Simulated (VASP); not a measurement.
Er: single point with PBE

Crystal: Er.

```
CELL_PARAMETERS angstrom
0.00000 2.56120 2.56120
2.56120 0.00000 2.56120
2.56120 2.56120 0.00000
ATOMIC_POSITIONS crystal
Er 0.00000 0.00000 0.00000
```

This isn't the form of Er at room conditions, which is hcp.

- Program: VASP 6.6.1
- Task: single point
- Functional: PBE
- Potentials or basis: VASP PAW PBE potentials, release 64 (Er)
- Cutoff: 520 eV
- k mesh: 14 × 14 × 14
- Occupations: gaussian, width 0.05 eV
- Spin: collinear spin, ferromagnetic start
- Starting moments: [2.58] μB

```json
{
  "Pressure": "0.0 GPa",
  "Net moment": "2.23 μB per cell",
  "Site moments": "Er +2.35 μB",
  "Valence electrons inside the program's atomic spheres": "Er 19.63"
}
```

Levels at points of the mesh, in eV from the Fermi level:
Spin up:
```
           k point  band 8  band 9  band 10  band 11  band 12  band 13  band 14  band 15  band 16  band 17
(0.00, 0.00, 0.00)   -2.29   -2.29    -1.76    -1.76    -1.76     2.50     2.50     2.50     4.75     4.75
(0.50, 0.00, 0.00)   -2.22   -1.92    -1.86    -1.86    -1.75     0.73     2.31     2.31     6.36     6.36
(0.50, 0.50, 0.00)   -2.22   -1.86    -1.85    -1.85    -1.44    -0.34     2.21     6.41     6.82     6.82
```
Spin down:
| k point | band 8 | band 9 | band 10 | band 11 | band 12 | band 13 |
| --- | --- | --- | --- | --- | --- | --- |
| (0.00, 0.00, 0.00) | -0.61 | -0.06 | -0.06 | -0.06 | 0.21 | 2.60 |
| (0.50, 0.00, 0.00) | -0.61 | -0.16 | 0.05 | 0.05 | 0.26 | 0.83 |
| (0.50, 0.50, 0.00) | -0.73 | -0.34 | -0.06 | 0.04 | 0.04 | 0.46 |

Run time: 2.3 min on 1 thread of Intel(R) Xeon(R) 6975P-C (Granite Rapids), on a shared host, peak memory 0.27 GiB.

Caveat: the magnetic or orbital state may not be the lowest; spin-orbit coupling is left out, which moves the levels of the heavy elements; semilocal functionals describe open f shells poorly, which spoils levels, moments and volumes. The state reached can hang on the start; a lower one may exist.
